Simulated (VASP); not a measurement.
# AgO2 (C2/m) in VASP: notebook

Runs on AgO2. Level: PBE. Tasks: relaxation of cell and atoms, single point.

All numbers are computed with VASP 6.6.1; they aren't measurements. Logs are shortened: lines on timing, memory, paths and dates and some standing lists are left out, and cuts for length are marked.

### 1 The cell of the first run

It takes space group C2/m (No. 12, monoclinic). The conventional cell has a = 6.254 Å, b = 3.622 Å, c = 4.237 Å, α = 90.00°, β = 121.64°, γ = 90.00°. Within 3.3 Å of Ag (site symmetry 2/m) lie 12 O at 2.31 to 3.28 Å. O (site symmetry m) has 1 O at 1.39 Å within 1.9 Å.

The cell was generated, and may not be a known phase.

### 2 Relaxation of cell and atoms, PBE

INCAR

```
SYSTEM = AgO2
ALGO     = Normal         ! electronic algorithm
EDIFF    = 1E-7           ! SCF threshold, eV
EDIFFG   = -0.01          ! ionic threshold
ENCUT    = 600            ! plane-wave cutoff, eV
GGA      = PE             ! functional
IBRION   = 2              ! ionic algorithm
ISIF     = 3              ! what is computed and relaxed
ISMEAR   = 0              ! smearing method
LASPH    = .True.         ! aspherical terms in the spheres
LCHARG   = .False.        ! write CHGCAR
LREAL    = .False.        ! projectors in reciprocal space
LWAVE    = .False.        ! write WAVECAR
NELM     = 60             ! most SCF steps
NSW      = 100            ! ionic steps
PREC     = Accurate       ! precision mode
SIGMA    = 0.1            ! smearing width, eV
```

KPOINTS

```
k-points
0
Gamma
  12 12 10
  0 0 0
```

POSCAR

```
AgO2
1.0
    3.1270253464     -1.8107650974      0.0000000000
    3.1270253464      1.8107650974      0.0000000000
   -2.2226755360      0.0000000000      3.6071343975
Ag O
1 2
Direct
    0.5000000000      0.5000000000      0.5000000000
    0.0664167288      0.0664167288      0.1921636889
    0.9335832712      0.9335832712      0.8078363111
```

Potentials or basis: VASP PAW PBE potentials, release 64 (Ag, O).

On the command line:

```bash
cat potpaw_PBE.64/Ag/POTCAR potpaw_PBE.64/O/POTCAR > POTCAR
mpirun -np 1 vasp_std > vasp.out
```

OUTCAR:

```text
SYSTEM = AgO2
   EDIFF = 1E-7
   EDIFFG = -0.01
   ENCUT = 600
   GGA = PE
   IBRION = 2
   ISIF = 3
   ISMEAR = 0
   LASPH = .True.
   LREAL = .False.
   NELM = 60
   NSW = 100
   PREC = Accurate

 ion  position               nearest neighbor table
   1  0.500  0.500  0.500-   2 2.31   3 2.31   2 2.39   2 2.39   3 2.39   3 2.39
   2  0.066  0.066  0.192-   3 1.39   1 2.31   1 2.39   1 2.39
   3  0.934  0.934  0.808-   2 1.39   1 2.31   1 2.39   1 2.39

  LATTYP: Found a base centered monoclinic cell.
 ALAT       =     6.2540506928
 B/A-ratio  =     0.5790695299
 C/A-ratio  =     0.6774721639
 COS(beta)  =    -0.5245938764

  Lattice vectors:

 A1 = (   3.1270253464,  -1.8107650974,   0.0000000000)
 A2 = (   3.1270253464,   1.8107650974,   0.0000000000)
 A3 = (  -2.2226755360,   0.0000000000,   3.6071343975)

Analysis of symmetry for initial positions (statically):
=====================================================================
 Subroutine PRICEL returns:
 Original cell was already a primitive cell.

 Routine SETGRP: Setting up the symmetry group for a
 base centered monoclinic supercell.

 Subroutine GETGRP returns: Found  4 space group operations
 (whereof  4 operations were pure point group operations)
 out of a pool of  4 trial point group operations.

The static configuration has the point symmetry C_2h.

Analysis of symmetry for dynamics (positions and initial velocities):
=====================================================================
 Subroutine PRICEL returns:
 Original cell was already a primitive cell.

 Routine SETGRP: Setting up the symmetry group for a
 base centered monoclinic supercell.

 Subroutine GETGRP returns: Found  4 space group operations
 (whereof  4 operations were pure point group operations)
 out of a pool of  4 trial point group operations.

The dynamic configuration has the point symmetry C_2h.

 Subroutine INISYM returns: Found  4 space group operations
 (whereof  4 operations are pure point group operations),
 and found     1 'primitive' translations

----------------------------------------------------------------------------------------

                                     Primitive cell

  volume of cell :      40.8494

  direct lattice vectors                    reciprocal lattice vectors
     3.127025346 -1.810765097  0.000000000     0.159896369 -0.276126374  0.098526340
[... 125 lines left out ...]
 NGX is ok and might be reduce to    30
   NGX = 15   NGY = 15   NGZ = 17

--------------------------------------- Ionic step        1  -------------------------------------------

 number of electron      23.0000003 magnetization

 Free energy of the ion-electron system (eV)
  ---------------------------------------------------
  ext. energy  EPLUGINS =         0.00000000
  ---------------------------------------------------
  free energy    TOTEN  =       -12.54499709 eV

  energy without entropy =      -12.53795279  energy(sigma->0) =      -12.54147494

------------------------ aborting loop because EDIFF is reached ----------------------------------------

  FORCE on cell =-STRESS in cart. coord.  units (eV):
  Direction    XX          YY          ZZ          XY          YZ          ZX
  --------------------------------------------------------------------------------------
  -------------------------------------------------------------------------------------
  Total       -0.1736315     -0.2641132      0.2127767      0.0000000      0.0000000      0.1000257
  in kB       -6.8100982    -10.3589287      8.3454332      0.0000000      0.0000000      3.9231623
  external PRESSURE =      -2.9411979 kB  Pullay stress =       0.0000000 kB
[... 92 lines left out ...]
  FREE ENERGIE OF THE ION-ELECTRON SYSTEM (eV)
  ---------------------------------------------------
  free  energy   TOTEN  =       -12.5469258326 eV

  energy  without entropy=      -12.5399010883  energy(sigma->0) =      -12.54341346

[... ionic steps 4 to 11 ...]

--------------------------------------- Ionic step       12  -------------------------------------------

 number of electron      23.0000001 magnetization

------------------------ aborting loop because EDIFF is reached ----------------------------------------
[... 69 lines left out ...]
--------------------------------------- Ionic step       14  -------------------------------------------

 number of electron      23.0000001 magnetization

 Free energy of the ion-electron system (eV)
  ---------------------------------------------------
  ext. energy  EPLUGINS =         0.00000000
  ---------------------------------------------------
  free energy    TOTEN  =       -12.55067177 eV

  energy without entropy =      -12.54392285  energy(sigma->0) =      -12.54729731

 E-fermi :   3.8231     XC(G=0): -10.3339

 val. band max:        3.8196466821   @ k =  -0.1667  -0.2500   0.2000
 cond. band min:       3.8261064372   @ k =   0.2500   0.0000   0.0000
 fundamental gap:      0.0064597551
 Fermi energy:         3.8230637348

 k-point     1 :       0.0000    0.0000    0.0000
  band No.  band energies     occupation
      1     -19.2644      2.00000
      2     -11.2384      2.00000
      3      -4.6469      2.00000
      4      -1.3280      2.00000
      5      -1.3147      2.00000
      6      -0.7401      2.00000
      7      -0.7302      2.00000
      8       0.6543      2.00000
      9       0.6599      2.00000
     10       0.7397      2.00000
     11       4.6176      0.00000
     12       4.6203      0.00000
     13       6.0791      0.00000
     14       9.1609      0.00000
[... 401 lines left out ...]
      2     -11.5686      2.00000
      3      -3.6377      2.00000
      4      -2.9239      2.00000
      5      -2.3562      2.00000
      6       0.5846      2.00000
      7       0.7723      2.00000
      8       0.8918      2.00000
      9       1.0489      2.00000
     10       1.4884      2.00000
     11       2.6015      2.00000
     12       2.8628      2.00000
     13       8.6525      0.00000
     14       9.9101      0.00000
     15      11.2665      0.00000

 [... further k-points ...]

------------------------ aborting loop because EDIFF is reached ----------------------------------------

  FORCE on cell =-STRESS in cart. coord.  units (eV):
  Direction    XX          YY          ZZ          XY          YZ          ZX
  --------------------------------------------------------------------------------------
  -------------------------------------------------------------------------------------
  Total       -0.0172330      0.0202919      0.0079708      0.0000000      0.0000000      0.0072850
  in kB       -0.6841905      0.8056357      0.3164575      0.0000000      0.0000000      0.2892290
  external PRESSURE =       0.1459675 kB  Pullay stress =       0.0000000 kB
[... 18 lines left out ...]
  FREE ENERGIE OF THE ION-ELECTRON SYSTEM (eV)
  ---------------------------------------------------
  free  energy   TOTEN  =       -12.5506717700 eV

  energy  without entropy=      -12.5439228532  energy(sigma->0) =      -12.54729731

 reached required accuracy - stopping structural energy minimisation
```

CONTCAR:

```text
AgO2
   1.00000000000000
     3.1221896635243760   -1.7945475311942121    0.0564665708737901
     3.1221896635243760    1.7945475311942121    0.0564665708737901
    -2.1540093957099380    0.0000000000000000    3.5622764794670498
  Ag              O
     1     2
Direct
     0.5000000000000000    0.5000000000000000    0.5000000000000000
     0.0648845322642682    0.0648845322642682    0.1939402345132268
     0.9351154677357318    0.9351154677357318    0.8060597654867732

  0.00000000E+00  0.00000000E+00  0.00000000E+00
  0.00000000E+00  0.00000000E+00  0.00000000E+00
  0.00000000E+00  0.00000000E+00  0.00000000E+00
```

Wall time 16 min (1 thread of Intel Xeon 6975P-C (Granite Rapids), shared host); peak memory 0.46 GiB.

Results:

```
Free energy                           : -12.5507 eV
Relaxed volume                        : 13.45 Å³/atom
Relaxed cell                          : a = 3.602 Å, b = 3.602 Å, c = 4.163 Å, α = 115.79°, β = 115.79°, γ = 59.77°
Space group after relaxing (to 0.1 Å) : R-3m (No. 166)
Energy gained by relaxing             : 1.9 meV/atom
Ionic steps                           : 14
Pressure after relaxing               : 0.0 GPa
Largest force after relaxing          : 0.008 eV/Å
Band gap on the k mesh                : zero (an odd number of electrons rules out a gap without spin polarisation)
```

Forces on the atoms (eV/Å):
```
Ag   0.000  0.000  0.000
O    0.000  0.000  0.008
O    0.000  0.000 -0.008
```

Stress tensor (GPa, compression positive):
```
-0.07  0.00  0.03
 0.00  0.08  0.00
 0.03  0.00  0.03
```

The path:
```
step  energy change (eV)  largest force (eV/Å)  pressure (GPa)  volume (Å³)
   1              0.0000                0.2820           -0.29        40.85
   2              0.0029                0.5125           -1.54        40.70
   3             -0.0019                0.0579           -0.80        40.79
   4             -0.0035                0.0397           -0.08        40.41
   5             -0.0036                0.0340            0.20        40.27
   6             -0.0042                0.0227            0.19        40.28
   7             -0.0051                0.0706            0.20        40.32
   8             -0.0053                0.0534           -0.15        40.38
   9             -0.0053                0.0290           -0.09        40.37
  10             -0.0054                0.0327           -0.09        40.37
  11             -0.0056                0.0434           -0.16        40.40
  12             -0.0055                0.0917            0.21        40.33
  13             -0.0057                0.0102           -0.02        40.37
  14             -0.0057                0.0076            0.01        40.35
```

Final structure:
```
Ag O
1.0
     3.12219   -1.79455    0.05647
     3.12219    1.79455    0.05647
    -2.15401    0.00000    3.56228
Ag O
1 2
Direct
  0.50000 0.50000 0.50000
  0.06488 0.06488 0.19394
  0.93512 0.93512 0.80606
```

Caveat: an odd number of electrons without spin polarisation forces a metal; a magnetic or distorted state may lie lower.

### 3 Single point, PBE, collinear spin

INCAR

```
PREC = Accurate
ENCUT = 520
EDIFF = 1E-6
ISMEAR = 0
SIGMA = 0.1
LREAL = F
LASPH = T
NELM = 150
ALGO = Normal
ISIF = 2
LWAVE = F
LCHARG = T
ISPIN = 2
MAGMOM = 1 0 0
LORBIT = 11
LMAXMIX = 4
GGA = PE
LELF = T
LVHAR = T
NBANDS = 22
```

KPOINTS

```
Automatic mesh
0
Gamma
  6 6 6
```

POSCAR is that of step 2.

Potentials or basis: VASP PAW PBE potentials, release 64 (Ag, O).

On the command line:

```bash
cat potpaw_PBE.64/Ag/POTCAR potpaw_PBE.64/O/POTCAR > POTCAR
mpirun -np 1 vasp_std > vasp.out
```

OUTCAR:

```text
PREC = Accurate
   ENCUT = 520
   EDIFF = 1E-6
   ISMEAR = 0
   LREAL = F
   LASPH = T
   NELM = 150
   ISIF = 2
   ISPIN = 2
   LORBIT = 11
   GGA = PE

 ion  position               nearest neighbor table
   1  0.500  0.500  0.500-   2 2.31   3 2.31   2 2.39   2 2.39   3 2.39   3 2.39
   2  0.066  0.066  0.192-   3 1.39   1 2.31   1 2.39   1 2.39
   3  0.934  0.934  0.808-   2 1.39   1 2.31   1 2.39   1 2.39

  LATTYP: Found a base centered monoclinic cell.
 ALAT       =     6.2540506928
 B/A-ratio  =     0.5790695299
 C/A-ratio  =     0.6774721639
 COS(beta)  =    -0.5245938764

[... 1425 lines left out ...]
  energy-cutoff  :      520.00
  volume of cell :       40.85
      direct lattice vectors                 reciprocal lattice vectors
     3.127025346 -1.810765097  0.000000000     0.159896369 -0.276126374  0.098526340
     3.127025346  1.810765097  0.000000000     0.159896369  0.276126374  0.098526340
    -2.222675536  0.000000000  3.607134397     0.000000000  0.000000000  0.277228373

 POSITION                                       TOTAL-FORCE (eV/Angst)
 -----------------------------------------------------------------------------------
      2.01569      0.00000      1.80357        -0.000000      0.000000      0.000000
     -0.01174      0.00000      0.69316        -0.038438     -0.000000      0.266443
      4.04312      0.00000      2.91397         0.038438     -0.000000     -0.266443
 -----------------------------------------------------------------------------------
    total drift:                                0.000000      0.000000      0.000000

  FREE ENERGIE OF THE ION-ELECTRON SYSTEM (eV)
  ---------------------------------------------------
  free  energy   TOTEN  =       -12.5394411829 eV

  energy  without entropy=      -12.5295009753  energy(sigma->0) =      -12.53447108

 total charge

# of ion       s       p       d       tot
------------------------------------------
    1        0.243   0.194   9.224   9.660
    2        1.588   3.285   0.000   4.873
    3        1.588   3.285   0.000   4.873
--------------------------------------------------
tot          3.419   6.763   9.224  19.406

 magnetization (x)

# of ion       s       p       d       tot
------------------------------------------
    1        0.000   0.000  -0.000  -0.000
    2       -0.000  -0.000   0.000  -0.000
    3       -0.000  -0.000   0.000  -0.000
--------------------------------------------------
tot         -0.000  -0.000  -0.000  -0.000
```

stdout:

```text
POSCAR found type information on POSCAR AgO
 POSCAR found :  2 types and       3 ions
 scaLAPACK will be used
 LDA part: xc-table for (Slater+PW92), standard interpolation
 POSCAR, INCAR and KPOINTS ok, starting setup
 FFT: planning ... GRIDC
 FFT: planning ... GRID_SOFT
 FFT: planning ... GRID
 WAVECAR not read
 entering main loop
```

Wall time 2.3 min (1 thread of Oxide Virtual Turin-like, shared host); peak memory 0.2 GiB.

What came out:

| Quantity | Value |
| --- | --- |
| Free energy | -12.5394 eV |
| Pressure | -0.2 GPa |
| Largest force | 0.269 eV/Å |
| Net moment | 0.00 μB per cell |
| Valence electrons inside the program's atomic spheres | Ag 9.66; O 4.87 |

Forces on the atoms (eV/Å):
```
Ag   0.000  0.000  0.000
O   -0.038  0.000  0.266
O    0.038  0.000 -0.266
```

Stress tensor (GPa, compression positive):
```
-0.59  0.00  0.28
 0.00 -0.83  0.00
 0.28  0.00  0.92
```

[end of part 1 of 2]
